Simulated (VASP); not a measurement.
# ScAl4N (Amm2) in VASP: further runs

ScAl4N is run at these levels: PBE; tasks: single point.

All numbers are computed with VASP 6.6.1; they aren't measurements. Logs are shortened: lines on timing, memory, paths and dates and some standing lists are left out, and cuts for length are marked.

**1. The cell of the first run**

It takes space group Amm2 (No. 38, orthorhombic). Conventional cell: a = 4.916 Å, b = 4.723 Å, c = 10.290 Å, α = 90.00°, β = 90.00°, γ = 90.00°. Sc (site symmetry mm2) has 2 N at 2.40 Å and 7 Al at 2.87 to 2.96 Å within 3.2 Å. Within 2.5 Å of Al (site symmetry mm2) lie 1 N at 1.87 Å. Within 3.6 Å of Al (site symmetry mm2) lie 6 Al at 2.74 to 2.89 Å and 2 Sc at 2.96 Å. Within 3.1 Å of Al (site symmetry m) lie 6 Al at 2.36 to 3.02 Å and 2 N at 2.79 Å and 2 Sc at 2.90 Å. Within 2.5 Å of N (site symmetry mm2) lie 1 Al at 1.87 Å and 2 Sc at 2.40 Å.

**2. Single point, PBE**

File INCAR:

```
PREC = Accurate
ENCUT = 520
EDIFF = 1E-6
ISMEAR = 0
SIGMA = 0.1
LREAL = False
LASPH = True
NELM = 80
ALGO = Normal
ISIF = 2
LWAVE = False
LCHARG = False
GGA = PE
NBANDS = 23
```

File KPOINTS:

```
Automatic mesh
0
Gamma
  4 4 4
```

File POSCAR:

```
ScAl4N
1.0
    4.9156461321      0.0000000000      0.0000000000
    0.0000000000      2.3613283366      5.1448058023
    0.0000000000     -2.3613283366      5.1448058023
Sc Al N
1 4 1
Direct
    0.0000000000      0.6184255203      0.6184255203
    0.0000000000      0.3393484832      0.3393484832
    0.5000000000      0.4573196664      0.4573196664
    0.5000000000     -0.0363901943      0.4638615013
    0.5000000000      0.4638615013     -0.0363901943
    0.0000000000      0.1580645132      0.1580645132
```

Potentials or basis: VASP PAW PBE potentials, release 64 (Sc_sv, Al, N).

The run is started by

```console
$ cat potpaw_PBE.64/Sc_sv/POTCAR potpaw_PBE.64/Al/POTCAR potpaw_PBE.64/N/POTCAR > POTCAR
$ mpirun -np 1 vasp_std > vasp.out
```

OUTCAR:

```text
PREC = Accurate
   ENCUT = 520
   EDIFF = 1E-6
   ISMEAR = 0
   LREAL = False
   LASPH = True
   NELM = 80
   ISIF = 2
   GGA = PE

 ion  position               nearest neighbor table
   1  0.000  0.618  0.618-   6 2.40   6 2.40   2 2.87   4 2.90   5 2.90   4 2.90   5 2.90   3 2.96
                             3 2.96   2 3.28   2 3.28
   2  0.000  0.339  0.339-   6 1.87   3 2.74   3 2.74   1 2.87   4 3.02   5 3.02   4 3.02   5 3.02
                             1 3.28   1 3.28
   3  0.500  0.457  0.457-   2 2.74   2 2.74   5 2.77   4 2.77   4 2.89   5 2.89   1 2.96   1 2.96

   4  0.500  0.964  0.464-   5 2.36   5 2.36   3 2.77   3 2.89   1 2.90   1 2.90   2 3.02   2 3.02

   5  0.500  0.464  0.964-   4 2.36   4 2.36   3 2.77   3 2.89   1 2.90   1 2.90   2 3.02   2 3.02

   6  0.000  0.158  0.158-   2 1.87   1 2.40   1 2.40

  LATTYP: Found a base centered orthorhombic cell.
 ALAT       =     4.7226566732
 B/A-ratio  =     2.1787761247
 C/A-ratio  =     1.0408645964

  Lattice vectors:

 A1 = (   0.0000000000,   2.3613283366,  -5.1448058023)
 A2 = (   0.0000000000,   2.3613283366,   5.1448058023)
 A3 = (   4.9156461321,   0.0000000000,   0.0000000000)

Analysis of symmetry for initial positions (statically):
=====================================================================
 Subroutine PRICEL returns:
 Original cell was already a primitive cell.

 Routine SETGRP: Setting up the symmetry group for a
 base centered orthorhombic supercell.

 Subroutine GETGRP returns: Found  4 space group operations
 (whereof  4 operations were pure point group operations)
 out of a pool of  8 trial point group operations.

The static configuration has the point symmetry C_2v.

Analysis of symmetry for dynamics (positions and initial velocities):
=====================================================================
 Subroutine PRICEL returns:
 Original cell was already a primitive cell.

 Routine SETGRP: Setting up the symmetry group for a
 base centered orthorhombic supercell.

 Subroutine GETGRP returns: Found  4 space group operations
 (whereof  4 operations were pure point group operations)
 out of a pool of  8 trial point group operations.

The dynamic configuration has the point symmetry C_2v.

 Subroutine INISYM returns: Found  4 space group operations
 (whereof  4 operations are pure point group operations),
 and found     1 'primitive' translations

----------------------------------------------------------------------------------------

                                     Primitive cell

  volume of cell :     119.4362

  direct lattice vectors                    reciprocal lattice vectors
     4.915646132  0.000000000  0.000000000     0.203432056  0.000000000  0.000000000
     0.000000000  2.361328337  5.144805802     0.000000000  0.211745225  0.097185398
     0.000000000 -2.361328337  5.144805802     0.000000000 -0.211745225  0.097185398

  length of vectors
     4.915646132  5.660821341  5.660821341     0.203432056  0.232982922  0.232982922

  position of ions in fractional coordinates (direct lattice)
     0.000000000  0.618425520  0.618425520
     0.000000000  0.339348483  0.339348483
     0.500000000  0.457319666  0.457319666
     0.500000000  0.963609806  0.463861501
     0.500000000  0.463861501  0.963609806
     0.000000000  0.158064513  0.158064513

  ion indices of the primitive-cell ions
   primitive index   ion index
                 1           1
                 2           2
                 3           3
                 4           4
                 5           5
                 6           6

----------------------------------------------------------------------------------------

 KPOINTS: Automatic mesh

Automatic generation of k-mesh.
 Grid dimensions read from file:
 generate k-points for:    4    4    4

 Generating k-lattice:

  Cartesian coordinates                     Fractional coordinates (reciprocal lattice)
     0.050858014  0.000000000  0.000000000     0.250000000  0.000000000  0.000000000
     0.000000000  0.052936306  0.024296350     0.000000000  0.250000000  0.000000000
     0.000000000 -0.052936306  0.024296350     0.000000000  0.000000000  0.250000000

  Length of vectors
     0.050858014  0.058245730  0.058245730

  Shift w.r.t. Gamma in fractional coordinates (k-lattice)
     0.000000000  0.000000000  0.000000000

 Subroutine IBZKPT returns following result:
 ===========================================

 Found     21 irreducible k-points:

 Following reciprocal coordinates:
            Coordinates               Weight
  0.000000  0.000000  0.000000      1.000000
  0.250000  0.000000  0.000000      2.000000
  0.500000  0.000000  0.000000      1.000000
  0.000000  0.250000 -0.000000      4.000000
  0.250000  0.250000 -0.000000      8.000000
  0.500000  0.250000 -0.000000      4.000000
[... 13 lines left out ...]
  0.250000  0.500000  0.500000      2.000000
  0.500000  0.500000  0.500000      1.000000
   k-points           NKPTS =     21   k-points in BZ     NKDIM =     21   number of bands    NBANDS=     23
   number of dos      NEDOS =    301   number of ions     NIONS =      6
   total plane-waves  NPLWV =  70560
   dimension x,y,z NGX =    40 NGY =   42 NGZ =   42
   dimension x,y,z NGXF=    80 NGYF=   84 NGZF=   84
   ions per type =               1   4   1
   NGX,Y,Z   is equivalent  to a cutoff of  13.53, 12.33, 12.33 a.u.
   NGXF,Y,Z  is equivalent  to a cutoff of  27.06, 24.67, 24.67 a.u.
 SYSTEM =  unknown system
   PREC   = accura    normal or accurate (medium, high low for compatibility)
   ISTART =      0    job   : 0-new  1-cont  2-samecut
   ICHARG =      2    charge: 1-file 2-atom 10-const
   ISPIN  =      1    spin polarized calculation?
   LNONCOLLINEAR =      F non collinear calculations
   LSORBIT =      F    spin-orbit coupling
   LASPH  =      T    aspherical Exc in radial PAW
   ENCUT  =  520.0 eV  38.22 Ry    6.18 a.u.   9.14 10.53 10.53*2*pi/ulx,y,z
   NELM   =     80;   NELMIN=  2; NELMDL= -5     # of ELM steps
   EDIFF  = 0.1E-05   stopping-criterion for ELM
   LREAL  =      F    real-space projection
   EDIFFG = 0.1E-04   stopping-criterion for IOM
   NSW    =      0    number of steps for IOM
   IBRION =     -1    ionic relax: 0-MD 1-quasi-New 2-CG
   NFREE  =      0    steps in history (QN), initial steepest desc. (CG)
   ISIF   =      2    stress and relaxation
   ISYM   =      2    0-nonsym 1-usesym 2-fastsym
   POTIM  = 0.5000    time-step for ionic-motion
   TEBEG  =    0.0;   TEEND  =   0.0 temperature during run
   PSTRESS=    0.0 pullay stress
   NELECT =      28.0000    total number of electrons
   NUPDOWN=      -1.0000    fix difference up-down
   EMIN   =  10.00;   EMAX   =-10.00  energy-range for DOS
   EFERMI =   0.00;   METHOD = LEGACY
   ISMEAR =     0;   SIGMA  =   0.10  broadening in eV -4-tet -1-fermi 0-gaus
   EFERMI_NEDOS =   21; number of points for ismear=-14 and -15
   IALGO  =     38    algorithm
   IMIX   =      4    mixing-type and parameters
     AMIX     =   0.40;   BMIX     =  1.00
     AMIX_MAG =   1.60;   BMIX_MAG =  1.00
  volume/ion in A,a.u.               =      19.91       134.33
  Fermi-wavevector in a.u.,A,eV,Ry     =   1.009444  1.907572 13.864023  1.018977
  Thomas-Fermi vector in A             =   2.142373
   LORBIT       =      0    0 simple, 1 ext, 2 COOP (PROOUT), +10 PAW based schemes
   GGA     = PE    functional components
   LHFCALC =     F    Hartree Fock is set to
   AEXX    =    0.0000 exact exchange contribution
   IVDW    =     0    specifies the selected vdW correction
   LEPSILON=     F    determine dielectric tensor
   LRPA    =     F    only Hartree local field effects (RPA)
 non-spin polarized calculation
 Gauss-broadening in eV      SIGMA  =   0.10
  energy-cutoff  :      520.00
  volume of cell :      119.44
 maximum number of plane-waves:      3238
 NGX is ok and might be reduce to    40
   NGX = 19   NGY = 21   NGZ = 21

 number of electron      27.9999999 magnetization

 Free energy of the ion-electron system (eV)
  ---------------------------------------------------
  ext. energy  EPLUGINS =         0.00000000
  ---------------------------------------------------
  free energy    TOTEN  =       -28.32949462 eV

  energy without entropy =      -28.31551231  energy(sigma->0) =      -28.32250346

 E-fermi :   4.4742     XC(G=0):  -9.1975

 val. band max:        4.4523861403   @ k =   0.2500   0.0000   0.0000
 cond. band min:       4.5015708513   @ k =   0.5000   0.5000   0.2500
 fundamental gap:      0.0491847111
 Fermi energy:         4.4742341304

 k-point     1 :       0.0000    0.0000    0.0000
  band No.  band energies     occupation
      1     -44.9506      2.00000
      2     -23.6758      2.00000
      3     -23.6003      2.00000
      4     -23.5281      2.00000
      5      -9.4089      2.00000
      6      -3.6826      2.00000
[... 15 lines left out ...]
     22       7.7774      0.00000
     23       8.7871      0.00000

 k-point     2 :       0.2500    0.0000    0.0000
  band No.  band energies     occupation
      1     -44.9506      2.00000
      2     -23.6756      2.00000
      3     -23.6026      2.00000
      4     -23.5279      2.00000
      5      -9.3613      2.00000
      6      -3.7509      2.00000
[... 15 lines left out ...]
     22       8.0698      0.00000
     23       8.7862      0.00000

 k-point     3 :       0.5000    0.0000    0.0000
  band No.  band energies     occupation
      1     -44.9505      2.00000
      2     -23.6754      2.00000
      3     -23.6048      2.00000
      4     -23.5277      2.00000
      5      -9.3118      2.00000
      6      -3.8430      2.00000
[... 15 lines left out ...]
     22       8.5457      0.00000
     23       8.7103      0.00000

 k-point     4 :       0.0000    0.2500   -0.0000
  band No.  band energies     occupation
      1     -44.9505      2.00000
      2     -23.6756      2.00000
      3     -23.6000      2.00000
      4     -23.5344      2.00000
      5      -9.3040      2.00000
      6      -3.3851      2.00000
[... 15 lines left out ...]
     22       8.3168      0.00000
     23       9.0679      0.00000

 k-point     5 :       0.2500    0.2500   -0.0000
  band No.  band energies     occupation
      1     -44.9505      2.00000
      2     -23.6754      2.00000
      3     -23.6023      2.00000
      4     -23.5342      2.00000
      5      -9.2611      2.00000
      6      -3.3987      2.00000
[... 15 lines left out ...]
     22       8.6113      0.00000
     23       8.9337      0.00000

 k-point     6 :       0.5000    0.2500   -0.0000
  band No.  band energies     occupation
      1     -44.9505      2.00000
      2     -23.6752      2.00000
      3     -23.6045      2.00000
      4     -23.5340      2.00000
      5      -9.2168      2.00000
      6      -3.4543      2.00000
[... 15 lines left out ...]
     22       8.7829      0.00000
     23       9.7130      0.00000

 k-point     7 :       0.0000    0.5000   -0.0000
  band No.  band energies     occupation
      1     -44.9504      2.00000
      2     -23.6754      2.00000
      3     -23.5998      2.00000
      4     -23.5407      2.00000
      5      -9.1943      2.00000
      6      -2.8545      2.00000
[... 275 lines left out ...]
     22       9.1304      0.00000
     23       9.2442      0.00000

 k-point    18 :       0.5000   -0.2500    0.2500
  band No.  band energies     occupation
      1     -44.9504      2.00000
      2     -23.6750      2.00000
      3     -23.6042      2.00000
      4     -23.5402      2.00000
      5      -9.1183      2.00000
      6      -2.7139      2.00000
[... 15 lines left out ...]
     22       9.5404      0.00000
     23       9.6672      0.00000

 k-point    19 :       0.0000    0.5000    0.5000
  band No.  band energies     occupation
      1     -44.9506      2.00000
      2     -23.6766      2.00000
      3     -23.6003      2.00000
      4     -23.5281      2.00000
      5      -9.3787      2.00000
      6      -3.0443      2.00000
[... 15 lines left out ...]
     22       8.1931      0.00000
     23       9.2986      0.00000

 k-point    20 :       0.2500    0.5000    0.5000
  band No.  band energies     occupation
      1     -44.9506      2.00000
      2     -23.6764      2.00000
      3     -23.6025      2.00000
      4     -23.5280      2.00000
      5      -9.3361      2.00000
      6      -3.1502      2.00000
[... 15 lines left out ...]
     22       8.2750      0.00000
     23       8.7078      0.00000

 k-point    21 :       0.5000    0.5000    0.5000
  band No.  band energies     occupation
      1     -44.9505      2.00000
      2     -23.6762      2.00000
      3     -23.6048      2.00000
      4     -23.5278      2.00000
      5      -9.2921      2.00000
      6      -3.3173      2.00000
[... 15 lines left out ...]
     22       8.7594      0.00000
     23       8.8346      0.00000

------------------------ aborting loop because EDIFF is reached ----------------------------------------

  FORCE on cell =-STRESS in cart. coord.  units (eV):
  Direction    XX          YY          ZZ          XY          YZ          ZX
  --------------------------------------------------------------------------------------
  -------------------------------------------------------------------------------------
  Total        0.0071669      0.1053893      0.0105885      0.0000000      0.0000000      0.0000000
  in kB        0.0961410      1.4137458      0.1420390      0.0000000      0.0000000      0.0000000
  external PRESSURE =       0.5506419 kB  Pullay stress =       0.0000000 kB

 VOLUME and BASIS-vectors are now :
 -----------------------------------------------------------------------------
  energy-cutoff  :      520.00
  volume of cell :      119.44
      direct lattice vectors                 reciprocal lattice vectors
     4.915646132  0.000000000  0.000000000     0.203432056  0.000000000  0.000000000
     0.000000000  2.361328337  5.144805802     0.000000000  0.211745225  0.097185398
     0.000000000 -2.361328337  5.144805802     0.000000000 -0.211745225  0.097185398

 POSITION                                       TOTAL-FORCE (eV/Angst)
 -----------------------------------------------------------------------------------
      0.00000      0.00000      6.36336         0.000000     -0.000000     -0.007813
      0.00000      0.00000      3.49176         0.000000     -0.000000      0.005929
      2.45782      0.00000      4.70564         0.000000     -0.000000     -0.010211
      2.45782      1.18007      7.34406         0.000000      0.003150      0.002085
      2.45782     -1.18007      7.34406         0.000000     -0.003150      0.002085
      0.00000      0.00000      1.62642         0.000000     -0.000000      0.007925
 -----------------------------------------------------------------------------------
    total drift:                               -0.000000     -0.000000     -0.000804

  FREE ENERGIE OF THE ION-ELECTRON SYSTEM (eV)
  ---------------------------------------------------
  free  energy   TOTEN  =       -28.3294946167 eV

  energy  without entropy=      -28.3155123054  energy(sigma->0) =      -28.32250346
```

Run time: 58 s. Hardware: 1 thread of Intel Xeon Platinum 8259CL at 2.50GHz (Skylake/Cascade Lake), shared host; peak memory 0.27 GiB.

Results:

```yaml
Free_energy: -28.3295 eV
Pressure: 0.1 GPa
Largest_force: 0.010 eV/Å
Band_gap_on_the_k_mesh: zero (band 14 reaches 4.69 eV, above the bottom of band 15 at 4.20 eV)
```

Forces on the atoms (eV/Å):
```
Sc   0.000  0.000 -0.008
Al   0.000  0.000  0.006
Al   0.000  0.000 -0.010
Al   0.000  0.003  0.002
Al   0.000 -0.003  0.002
N    0.000  0.000  0.008
```

Levels at points of the mesh, in eV from the Fermi level:
| k point | band 10 | band 11 | band 12 | band 13 | band 14 | band 15 | band 16 | band 17 | band 18 | band 19 |
| --- | --- | --- | --- | --- | --- | --- | --- | --- | --- | --- |
| (0.00, 0.00, 0.00) | -3.35 | -2.45 | -1.09 | -0.56 | -0.29 | 0.41 | 0.66 | 1.00 | 1.36 | 2.81 |
| (0.50, 0.00, 0.00) | -3.00 | -3.00 | -2.13 | -0.88 | -0.49 | 0.59 | 0.74 | 1.09 | 1.63 | 2.56 |
| (0.00, 0.50, 0.00) | -3.58 | -2.99 | -1.74 | -0.88 | -0.35 | -0.27 | 1.17 | 2.17 | 2.22 | 2.58 |
| (0.50, 0.50, 0.00) | -3.90 | -2.41 | -2.10 | -0.93 | -0.03 | 0.43 | 1.55 | 1.63 | 1.89 | 2.29 |
| (0.00, 0.50, 0.50) | -3.00 | -1.69 | -1.34 | -0.81 | -0.15 | 0.86 | 1.38 | 1.52 | 1.92 | 2.22 |
| (0.50, 0.50, 0.50) | -2.73 | -2.18 | -1.53 | -1.41 | -0.27 | 1.27 | 1.86 | 1.96 | 2.28 | 2.64 |

Caveat: the k points lie up to 0.37 Å⁻¹ apart.

**3. Single point, PBE, collinear spin, ferromagnetic start**

File INCAR:

```
SYSTEM = ScAl4N
PREC = Accurate ; ENCUT = 520
EDIFF = 1E-7 ; ISMEAR = 0
SIGMA = 0.1 ; LREAL = .False.
LASPH = .True. ; NELM = 150
ALGO = Normal ; ISIF = 2
LWAVE = .False. ; LCHARG = .False.
ISPIN = 2 ; MAGMOM = 0 0 0 0 0 1
LORBIT = 11 ; LMAXMIX = 4
GGA = PE ; NBANDS = 27
```

File KPOINTS:

```
Automatic mesh
0
Gamma
  4 4 4
  0 0 0
```

File POSCAR:

```
ScAl4N
1.0
    4.9156461321      0.0000000000      0.0000000000
    0.0000000000      2.3613283366      5.1448058023
    0.0000000000     -2.3613283366      5.1448058023
Sc Al N
1 4 1
Direct
    0.0000000000      0.3815744797      0.3815744797
    0.0000000000      0.6606515168      0.6606515168
    0.5000000000      0.5426803336      0.5426803336
    0.5000000000      0.5361384987      0.0363901943
    0.5000000000      0.0363901943      0.5361384987
    0.0000000000      0.8419354868      0.8419354868
```

Potentials or basis: VASP PAW PBE potentials, release 64 (Sc_sv, Al, N).

The run is started by

```console
$ cat potpaw_PBE.64/Sc_sv/POTCAR potpaw_PBE.64/Al/POTCAR potpaw_PBE.64/N/POTCAR > POTCAR
$ mpirun -np 1 vasp_std > vasp.out
```

Run time: 2.4 min. Hardware: 1 thread of Intel Xeon Platinum 8259CL at 2.50GHz (Skylake/Cascade Lake), shared host; peak memory 0.36 GiB.

It converged, with:

* Free energy: -28.3295 eV
* Pressure: 0.1 GPa
* Largest force: 0.010 eV/Å
* Band gap on the k mesh: zero (filled and empty bands overlap)
* Net moment: 0.00 μB per cell
* Valence electrons inside the program's atomic spheres: Sc 9.41; Al 0.79, 0.84; N 3.56

Forces in eV/Å, atoms in the order of the input:
```
Sc   0.000  0.000  0.008
Al   0.000  0.000 -0.005
Al   0.000  0.000  0.010
Al   0.000  0.003 -0.002
Al   0.000 -0.003 -0.002
N    0.000  0.000 -0.009
```

Stress tensor (GPa, compression positive):
```
0.01 0.00 0.00
0.00 0.14 0.00
0.00 0.00 0.01
```

Levels at points of the mesh, in eV from the Fermi level:
Spin up:
```
           k point  band 10  band 11  band 12  band 13  band 14  band 15  band 16  band 17  band 18  band 19
(0.00, 0.00, 0.00)    -3.35    -2.45    -1.09    -0.56    -0.29     0.41     0.66     1.00     1.36     2.81
(0.50, 0.00, 0.00)    -3.00    -3.00    -2.13    -0.88    -0.49     0.59     0.74     1.09     1.63     2.56
(0.00, 0.50, 0.00)    -3.58    -2.99    -1.74    -0.88    -0.35    -0.27     1.17     2.17     2.22     2.58
(0.50, 0.50, 0.00)    -3.90    -2.41    -2.10    -0.93    -0.03     0.43     1.55     1.63     1.89     2.29
(0.00, 0.50, 0.50)    -3.00    -1.69    -1.34    -0.81    -0.15     0.86     1.38     1.52     1.92     2.22
(0.50, 0.50, 0.50)    -2.73    -2.18    -1.53    -1.41    -0.27     1.27     1.86     1.96     2.28     2.64
```
Spin down:
| k point | band 10 | band 11 | band 12 | band 13 | band 14 | band 15 | band 16 | band 17 | band 18 | band 19 |
| --- | --- | --- | --- | --- | --- | --- | --- | --- | --- | --- |
| (0.00, 0.00, 0.00) | -3.35 | -2.45 | -1.09 | -0.56 | -0.29 | 0.41 | 0.66 | 1.00 | 1.36 | 2.81 |
| (0.50, 0.00, 0.00) | -3.00 | -3.00 | -2.13 | -0.88 | -0.49 | 0.59 | 0.74 | 1.09 | 1.63 | 2.56 |
| (0.00, 0.50, 0.00) | -3.58 | -2.99 | -1.74 | -0.88 | -0.35 | -0.27 | 1.17 | 2.17 | 2.22 | 2.58 |
| (0.50, 0.50, 0.00) | -3.90 | -2.41 | -2.10 | -0.93 | -0.03 | 0.43 | 1.55 | 1.63 | 1.89 | 2.29 |
| (0.00, 0.50, 0.50) | -3.00 | -1.69 | -1.34 | -0.81 | -0.15 | 0.86 | 1.38 | 1.52 | 1.92 | 2.22 |
| (0.50, 0.50, 0.50) | -2.73 | -2.18 | -1.53 | -1.41 | -0.27 | 1.27 | 1.86 | 1.96 | 2.28 | 2.64 |

Caveat: the k points lie up to 0.37 Å⁻¹ apart.

(Continued in part 2 of 2.)
